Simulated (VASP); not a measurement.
# Rb3Pt (Pm-3m) in VASP: a series of runs

Rb3Pt is run at these levels: revPBE, PBE, LDA; tasks: single point.

All numbers are computed with VASP 6.6.1; they aren't measurements. Logs are shortened: lines on timing, memory, paths and dates and some standing lists are left out, and cuts for length are marked.

**1. The cell of the first run**

The structure is cubic, space group Pm-3m (No. 221). The conventional cell has a = 5.499 Å, b = 5.499 Å, c = 5.499 Å, α = 90.00°, β = 90.00°, γ = 90.00°. Within 5.1 Å of Rb (site symmetry 4/mmm) lie 8 Rb at 3.89 Å and 4 Pt at 3.89 Å. Within 5.1 Å of Pt (site symmetry m-3m) lie 12 Rb at 3.89 Å.

**2. Single point, revPBE**

The input, INCAR:

```
  PREC = Accurate
  ENCUT = 500
  EDIFF = 1E-6
  ISMEAR = -1
  SIGMA = 0.1
  LREAL = F
  LASPH = T
  NELM = 120
  ALGO = Normal
  ISIF = 2
  LWAVE = F
  LCHARG = T
  GGA = RE
  LELF = T
  LVHAR = T
  NBANDS = 26
  GGA_COMPAT = F
```

The input, KPOINTS:

```
Automatic mesh
0
Gamma
  4 4 4
```

The input, POSCAR:

```
Rb3Pt
1.0
    5.4988000000      0.0000000000      0.0000000000
    0.0000000000      5.4988000000      0.0000000000
    0.0000000000      0.0000000000      5.4988000000
Rb Pt
3 1
Direct
    0.0000000000      0.0000000000      0.5000000000
    0.0000000000      0.5000000000      0.0000000000
    0.5000000000      0.0000000000      0.0000000000
    0.5000000000      0.5000000000      0.5000000000
```

Potentials or basis: VASP PAW PBE potentials, release 64 (Rb_sv, Pt).

The run is started by

```sh
> cat potpaw_PBE.64/Rb_sv/POTCAR potpaw_PBE.64/Pt/POTCAR > POTCAR
> mpirun -np 1 vasp_std > vasp.out
```

OUTCAR:

```text
PREC = Accurate
   ENCUT = 500
   EDIFF = 1E-6
   ISMEAR = -1
   LREAL = F
   LASPH = T
   NELM = 120
   ISIF = 2
   GGA = RE

 ion  position               nearest neighbor table
   1  0.000  0.000  0.500-   2 3.89   3 3.89   4 3.89   2 3.89   3 3.89   2 3.89   4 3.89   2 3.89
                             3 3.89   4 3.89   3 3.89   4 3.89
   2  0.000  0.500  0.000-   1 3.89   3 3.89   4 3.89   1 3.89   4 3.89   1 3.89   3 3.89   1 3.89
                             3 3.89   4 3.89   4 3.89   3 3.89
   3  0.500  0.000  0.000-   1 3.89   2 3.89   4 3.89   1 3.89   4 3.89   2 3.89   4 3.89   4 3.89
                             1 3.89   2 3.89   1 3.89   2 3.89
   4  0.500  0.500  0.500-   1 3.89   2 3.89   3 3.89   2 3.89   3 3.89   1 3.89   3 3.89   3 3.89
                             1 3.89   2 3.89   2 3.89   1 3.89

  LATTYP: Found a simple cubic cell.
 ALAT       =     5.4988000000

  Lattice vectors:

 A1 = (   5.4988000000,   0.0000000000,   0.0000000000)
 A2 = (   0.0000000000,   5.4988000000,   0.0000000000)
 A3 = (   0.0000000000,   0.0000000000,   5.4988000000)

Analysis of symmetry for initial positions (statically):
=====================================================================
 Subroutine PRICEL returns:
 Original cell was already a primitive cell.

 Routine SETGRP: Setting up the symmetry group for a
 simple cubic supercell.

 Subroutine GETGRP returns: Found 48 space group operations
 (whereof 48 operations were pure point group operations)
 out of a pool of 48 trial point group operations.

The static configuration has the point symmetry O_h .

Analysis of symmetry for dynamics (positions and initial velocities):
=====================================================================
 Subroutine PRICEL returns:
 Original cell was already a primitive cell.

 Routine SETGRP: Setting up the symmetry group for a
 simple cubic supercell.

 Subroutine GETGRP returns: Found 48 space group operations
 (whereof 48 operations were pure point group operations)
 out of a pool of 48 trial point group operations.

The dynamic configuration has the point symmetry O_h .

 Subroutine INISYM returns: Found 48 space group operations
 (whereof 48 operations are pure point group operations),
 and found     1 'primitive' translations

----------------------------------------------------------------------------------------

                                     Primitive cell

  volume of cell :     166.2661

  direct lattice vectors                    reciprocal lattice vectors
     5.498800000  0.000000000  0.000000000     0.181857860  0.000000000  0.000000000
     0.000000000  5.498800000  0.000000000     0.000000000  0.181857860  0.000000000
     0.000000000  0.000000000  5.498800000     0.000000000  0.000000000  0.181857860

  length of vectors
     5.498800000  5.498800000  5.498800000     0.181857860  0.181857860  0.181857860

  position of ions in fractional coordinates (direct lattice)
     0.000000000  0.000000000  0.500000000
     0.000000000  0.500000000  0.000000000
     0.500000000  0.000000000  0.000000000
     0.500000000  0.500000000  0.500000000

  ion indices of the primitive-cell ions
   primitive index   ion index
                 1           1
                 2           2
                 3           3
                 4           4

----------------------------------------------------------------------------------------

 KPOINTS: Automatic mesh

Automatic generation of k-mesh.
 Grid dimensions read from file:
 generate k-points for:    4    4    4

 Generating k-lattice:

  Cartesian coordinates                     Fractional coordinates (reciprocal lattice)
     0.045464465  0.000000000  0.000000000     0.250000000  0.000000000  0.000000000
     0.000000000  0.045464465  0.000000000     0.000000000  0.250000000  0.000000000
     0.000000000  0.000000000  0.045464465     0.000000000  0.000000000  0.250000000

  Length of vectors
     0.045464465  0.045464465  0.045464465

  Shift w.r.t. Gamma in fractional coordinates (k-lattice)
     0.000000000  0.000000000  0.000000000

 Subroutine IBZKPT returns following result:
 ===========================================

 Found     10 irreducible k-points:

 Following reciprocal coordinates:
            Coordinates               Weight
  0.000000  0.000000  0.000000      1.000000
  0.250000  0.000000  0.000000      6.000000
  0.500000  0.000000  0.000000      3.000000
  0.250000  0.250000  0.000000     12.000000
  0.500000  0.250000  0.000000     12.000000
  0.500000  0.500000  0.000000      3.000000
  0.250000  0.250000  0.250000      8.000000
  0.500000  0.250000  0.250000     12.000000
  0.500000  0.500000  0.250000      6.000000
  0.500000  0.500000  0.500000      1.000000
   k-points           NKPTS =     10   k-points in BZ     NKDIM =     10   number of bands    NBANDS=     26
   number of dos      NEDOS =    301   number of ions     NIONS =      4
   total plane-waves  NPLWV =  64000
   dimension x,y,z NGX =    40 NGY =   40 NGZ =   40
   dimension x,y,z NGXF=    80 NGYF=   80 NGZF=   80
   ions per type =               3   1
   NGX,Y,Z   is equivalent  to a cutoff of  12.09, 12.09, 12.09 a.u.
   NGXF,Y,Z  is equivalent  to a cutoff of  24.19, 24.19, 24.19 a.u.
 SYSTEM =  unknown system
   PREC   = accura    normal or accurate (medium, high low for compatibility)
   ISTART =      0    job   : 0-new  1-cont  2-samecut
   ICHARG =      2    charge: 1-file 2-atom 10-const
   ISPIN  =      1    spin polarized calculation?
   LNONCOLLINEAR =      F non collinear calculations
   LSORBIT =      F    spin-orbit coupling
   LASPH  =      T    aspherical Exc in radial PAW
   ENCUT  =  500.0 eV  36.75 Ry    6.06 a.u.  10.03 10.03 10.03*2*pi/ulx,y,z
   NELM   =    120;   NELMIN=  2; NELMDL= -5     # of ELM steps
   EDIFF  = 0.1E-05   stopping-criterion for ELM
   LREAL  =      F    real-space projection
   EDIFFG = 0.1E-04   stopping-criterion for IOM
   NSW    =      0    number of steps for IOM
   IBRION =     -1    ionic relax: 0-MD 1-quasi-New 2-CG
   NFREE  =      0    steps in history (QN), initial steepest desc. (CG)
   ISIF   =      2    stress and relaxation
   ISYM   =      2    0-nonsym 1-usesym 2-fastsym
   POTIM  = 0.5000    time-step for ionic-motion
   TEBEG  =    0.0;   TEEND  =   0.0 temperature during run
   PSTRESS=    0.0 pullay stress
   NELECT =      37.0000    total number of electrons
   NUPDOWN=      -1.0000    fix difference up-down
   EMIN   =  10.00;   EMAX   =-10.00  energy-range for DOS
   EFERMI =   0.00;   METHOD = LEGACY
   ISMEAR =    -1;   SIGMA  =   0.10  broadening in eV -4-tet -1-fermi 0-gaus
   EFERMI_NEDOS =   21; number of points for ismear=-14 and -15
   IALGO  =     38    algorithm
   IMIX   =      4    mixing-type and parameters
     AMIX     =   0.40;   BMIX     =  1.00
     AMIX_MAG =   1.60;   BMIX_MAG =  1.00
  volume/ion in A,a.u.               =      41.57       280.50
  Fermi-wavevector in a.u.,A,eV,Ry     =   0.992067  1.874734 13.390801  0.984196
  Thomas-Fermi vector in A             =   2.123852
   LORBIT       =      0    0 simple, 1 ext, 2 COOP (PROOUT), +10 PAW based schemes
   GGA     = RE    functional components
   LHFCALC =     F    Hartree Fock is set to
   AEXX    =    0.0000 exact exchange contribution
   IVDW    =     0    specifies the selected vdW correction
   LEPSILON=     F    determine dielectric tensor
   LRPA    =     F    only Hartree local field effects (RPA)
 non-spin polarized calculation
  energy-cutoff  :      500.00
  volume of cell :      166.27
 maximum number of plane-waves:      4260
   NGX = 21   NGY = 21   NGZ = 21

 number of electron      36.9999997 magnetization

 Free energy of the ion-electron system (eV)
  ---------------------------------------------------
  ext. energy  EPLUGINS =         0.00000000
  ---------------------------------------------------
  free energy    TOTEN  =        -7.10666024 eV

  energy without entropy =       -7.03623930  energy(sigma->0) =       -7.07144977

 E-fermi :   2.0228     XC(G=0):  -7.5404

 val. band max:        1.9472929438   @ k =   0.2500   0.2500   0.0000
 cond. band min:       2.0851266728   @ k =   0.2500   0.2500   0.2500
 fundamental gap:      0.1378337289
 Fermi energy:         2.0227830307

 k-point     1 :       0.0000    0.0000    0.0000
  band No.  band energies     occupation
      1     -26.5681      2.00000
      2     -26.4579      2.00000
      3     -26.4579      2.00000
      4     -10.9952      2.00000
      5     -10.9952      2.00000
      6     -10.9952      2.00000
[... 18 lines left out ...]
     25       5.2910      0.00000
     26       5.2910      0.00000

 k-point     2 :       0.2500    0.0000    0.0000
  band No.  band energies     occupation
      1     -26.5540      2.00000
      2     -26.4719      2.00000
      3     -26.4578      2.00000
      4     -10.9501      2.00000
      5     -10.9501      2.00000
      6     -10.9251      2.00000
[... 18 lines left out ...]
     25       5.7074      0.00000
     26       5.7074      0.00000

 k-point     3 :       0.5000    0.0000    0.0000
  band No.  band energies     occupation
      1     -26.5313      2.00000
      2     -26.4946      2.00000
      3     -26.4576      2.00000
      4     -10.8924      2.00000
      5     -10.8924      2.00000
      6     -10.7788      2.00000
[... 18 lines left out ...]
     25       5.9070      0.00000
     26       6.0794      0.00000

 k-point     4 :       0.2500    0.2500    0.0000
  band No.  band energies     occupation
      1     -26.5416      2.00000
      2     -26.4761      2.00000
      3     -26.4657      2.00000
      4     -11.0114      2.00000
      5     -10.9020      2.00000
      6     -10.7849      2.00000
[... 18 lines left out ...]
     25       5.5906      0.00000
     26       5.9527      0.00000

 k-point     5 :       0.5000    0.2500    0.0000
  band No.  band energies     occupation
      1     -26.5204      2.00000
      2     -26.4944      2.00000
      3     -26.4683      2.00000
      4     -11.0040      2.00000
      5     -10.8376      2.00000
      6     -10.7823      2.00000
[... 18 lines left out ...]
     25       5.5274      0.00000
     26       6.2436      0.00000

 k-point     6 :       0.5000    0.5000    0.0000
  band No.  band energies     occupation
      1     -26.4943      2.00000
      2     -26.4941      2.00000
      3     -26.4941      2.00000
      4     -11.0655      2.00000
      5     -10.8592      2.00000
      6     -10.7529      2.00000
[... 18 lines left out ...]
     25       5.1914      0.00000
     26       6.4714      0.00000

 k-point     7 :       0.2500    0.2500    0.2500
  band No.  band energies     occupation
      1     -26.5311      2.00000
      2     -26.4759      2.00000
      3     -26.4759      2.00000
      4     -11.1108      2.00000
      5     -10.7712      2.00000
      6     -10.7712      2.00000
[... 18 lines left out ...]
     25       5.3193      0.00000
     26       6.0918      0.00000

 k-point     8 :       0.5000    0.2500    0.2500
  band No.  band energies     occupation
      1     -26.5126      2.00000
      2     -26.4941      2.00000
      3     -26.4757      2.00000
      4     -11.1502      2.00000
      5     -10.7920      2.00000
      6     -10.7527      2.00000
[... 18 lines left out ...]
     25       5.2097      0.00000
     26       6.2461      0.00000

 k-point     9 :       0.5000    0.5000    0.2500
  band No.  band energies     occupation
      1     -26.4940      2.00000
      2     -26.4939      2.00000
      3     -26.4939      2.00000
      4     -11.2303      2.00000
      5     -10.8541      2.00000
      6     -10.7679      2.00000
[... 18 lines left out ...]
     25       4.8332      0.00000
     26       6.5914      0.00000

 k-point    10 :       0.5000    0.5000    0.5000
  band No.  band energies     occupation
      1     -26.4937      2.00000
      2     -26.4937      2.00000
      3     -26.4937      2.00000
      4     -11.3333      2.00000
      5     -10.8491      2.00000
      6     -10.8491      2.00000
[... 18 lines left out ...]
     25       4.4762      0.00000
     26       6.8158      0.00000

------------------------ aborting loop because EDIFF is reached ----------------------------------------

  FORCE on cell =-STRESS in cart. coord.  units (eV):
  Direction    XX          YY          ZZ          XY          YZ          ZX
  --------------------------------------------------------------------------------------
  -------------------------------------------------------------------------------------
  Total        0.7876276      0.7876276      0.7876276      0.0000000      0.0000000     -0.0000000
  in kB        7.5897550      7.5897550      7.5897550      0.0000000      0.0000000     -0.0000000
  external PRESSURE =       7.5897550 kB  Pullay stress =       0.0000000 kB

 VOLUME and BASIS-vectors are now :
 -----------------------------------------------------------------------------
  energy-cutoff  :      500.00
  volume of cell :      166.27
      direct lattice vectors                 reciprocal lattice vectors
     5.498800000  0.000000000  0.000000000     0.181857860  0.000000000  0.000000000
     0.000000000  5.498800000  0.000000000     0.000000000  0.181857860  0.000000000
     0.000000000  0.000000000  5.498800000     0.000000000  0.000000000  0.181857860

 POSITION                                       TOTAL-FORCE (eV/Angst)
 -----------------------------------------------------------------------------------
      0.00000      0.00000      2.74940         0.000000      0.000000      0.000000
      0.00000      2.74940      0.00000         0.000000      0.000000      0.000000
      2.74940      0.00000      0.00000         0.000000      0.000000      0.000000
      2.74940      2.74940      2.74940         0.000000      0.000000      0.000000
 -----------------------------------------------------------------------------------
    total drift:                                0.000000      0.000000     -0.000000

  FREE ENERGIE OF THE ION-ELECTRON SYSTEM (eV)
  ---------------------------------------------------
  free  energy   TOTEN  =        -7.1066602393 eV

  energy  without entropy=       -7.0362393007  energy(sigma->0) =       -7.07144977
```

Run time: 45 s. Hardware: 1 thread of AMD EPYC 7R13 (Zen 3), shared host; peak memory 0.23 GiB.

Results:

```
Free energy            : -7.1067 eV
Pressure               : 0.8 GPa
Band gap on the k mesh : zero (an odd number of electrons rules out a gap without spin polarisation)
```

Levels at points of the mesh, in eV from the Fermi level:
| k point | band 16 | band 17 | band 18 | band 19 | band 20 | band 21 |
| --- | --- | --- | --- | --- | --- | --- |
| (0.00, 0.00, 0.00) | -1.10 | -1.10 | -1.10 | -0.47 | 2.84 | 2.84 |
| (0.50, 0.00, 0.00) | -0.98 | -0.98 | -0.91 | -0.67 | 1.08 | 2.25 |
| (0.50, 0.50, 0.00) | -0.99 | -0.99 | -0.87 | 0.58 | 0.58 | 1.11 |
| (0.50, 0.50, 0.50) | -1.24 | -0.91 | -0.91 | 1.75 | 1.75 | 1.75 |

Caveat: the PAW data sets were made with another functional, which shifts forces and pressure a little; spin-orbit coupling is left out, which moves the levels of the heavy elements.

**3. Single point, PBE**

The input, INCAR:

```
SYSTEM = Rb3Pt
ALGO = Normal
EDIFF = 1E-6
ENCUT = 500
GGA = PE
GGA_COMPAT = .FALSE.
ISIF = 2
ISMEAR = -1
LASPH = .TRUE.
LCHARG = .FALSE.
LREAL = .FALSE.
LWAVE = .FALSE.
NBANDS = 26
NELM = 120
PREC = Accurate
SIGMA = 0.1
```

The input, KPOINTS:

```
k-points
0
G
  4 4 4
  0 0 0
```

POSCAR is that of step 2.

Potentials or basis: VASP PAW PBE potentials, release 64 (Rb_sv, Pt).

The run is started by

```sh
> cat potpaw_PBE.64/Rb_sv/POTCAR potpaw_PBE.64/Pt/POTCAR > POTCAR
> mpirun -np 1 vasp_std > vasp.out
```

Run time: 31 s. Hardware: 1 thread of AMD EPYC 7R13 (Zen 3), shared host; peak memory 0.22 GiB.

The run converged. Its results:

| Item | Value |
| --- | --- |
| Free energy | -8.0035 eV |
| Pressure | -0.1 GPa |
| Band gap on the k mesh | zero (an odd number of electrons rules out a gap without spin polarisation) |

Levels at points of the mesh, in eV from the Fermi level:
```csv
k point,band 15,band 16,band 17,band 18,band 19,band 20,band 21,band 22
"(0.00, 0.00, 0.00)",-1.26,-1.08,-1.08,-1.08,-0.45,2.80,2.80,2.97
"(0.50, 0.00, 0.00)",-1.04,-0.96,-0.96,-0.88,-0.69,1.10,2.25,2.25
"(0.50, 0.50, 0.00)",-0.99,-0.96,-0.96,-0.84,0.56,0.56,1.14,2.06
"(0.50, 0.50, 0.50)",-1.22,-1.22,-0.88,-0.88,1.71,1.71,1.71,2.08
```

Caveat: spin-orbit coupling is left out, which moves the levels of the heavy elements.

**4. Single point, LDA**

The input, INCAR:

```
PREC = Accurate
ENCUT = 500
EDIFF = 1E-6
ISMEAR = -1
SIGMA = 0.1
LREAL = False
LASPH = True
NELM = 120
ALGO = Normal
ISIF = 2
LWAVE = False
LCHARG = False
NBANDS = 26
GGA_COMPAT = False
```

The input, KPOINTS:

```
Automatic mesh
0
Gamma
  4 4 4
```

POSCAR is that of step 3.

Potentials or basis: VASP PAW LDA potentials, release 64 (Rb_sv, Pt).

The run is started by

```sh
> cat potpaw_LDA.64/Rb_sv/POTCAR potpaw_LDA.64/Pt/POTCAR > POTCAR
> mpirun -np 1 vasp_std > vasp.out
```

Wall time 38 s (1 thread of AMD EPYC 7R13 (Zen 3), shared host); peak memory 0.18 GiB.

Results (log left out):

- Free energy: -9.5159 eV
- Pressure: -2.1 GPa
- Band gap on the k mesh: zero (an odd number of electrons rules out a gap without spin polarisation)

Levels at points of the mesh, in eV from the Fermi level:
| k point | band 15 | band 16 | band 17 | band 18 | band 19 | band 20 | band 21 | band 22 |
| --- | --- | --- | --- | --- | --- | --- | --- | --- |
| (0.00, 0.00, 0.00) | -1.24 | -1.06 | -1.06 | -1.06 | -0.41 | 2.77 | 2.77 | 2.92 |
| (0.50, 0.00, 0.00) | -1.02 | -0.94 | -0.94 | -0.86 | -0.72 | 1.15 | 2.25 | 2.25 |
| (0.50, 0.50, 0.00) | -0.96 | -0.94 | -0.94 | -0.81 | 0.52 | 0.52 | 1.18 | 2.07 |
| (0.50, 0.50, 0.50) | -1.21 | -1.21 | -0.85 | -0.85 | 1.64 | 1.64 | 1.64 | 2.10 |

Caveat: spin-orbit coupling is left out, which moves the levels of the heavy elements.

**5. Overview**

```csv
level,potentials or basis,gap on the mesh (eV),pressure (GPa)
revPBE,"VASP PAW PBE potentials, release 64 (Rb_sv, Pt)",none,0.8
PBE,"VASP PAW PBE potentials, release 64 (Rb_sv, Pt)",none,-0.1
LDA,"VASP PAW LDA potentials, release 64 (Rb_sv, Pt)",none,-2.1
```

Alike in all rows: task single point; no spin polarisation; cell as given; k mesh 4 × 4 × 4; cutoff (eV) 500; smearing fermi-dirac 0.1 eV.

Caveats: spin-orbit coupling is left out, which moves the levels of the heavy elements; the PAW data sets were made with another functional, which shifts forces and pressure a little (at least some runs).

Absolute energies hang on the potentials; compare differences alone.

The gap in the log of VASP goes by the Fermi energy; the results here count the filled bands.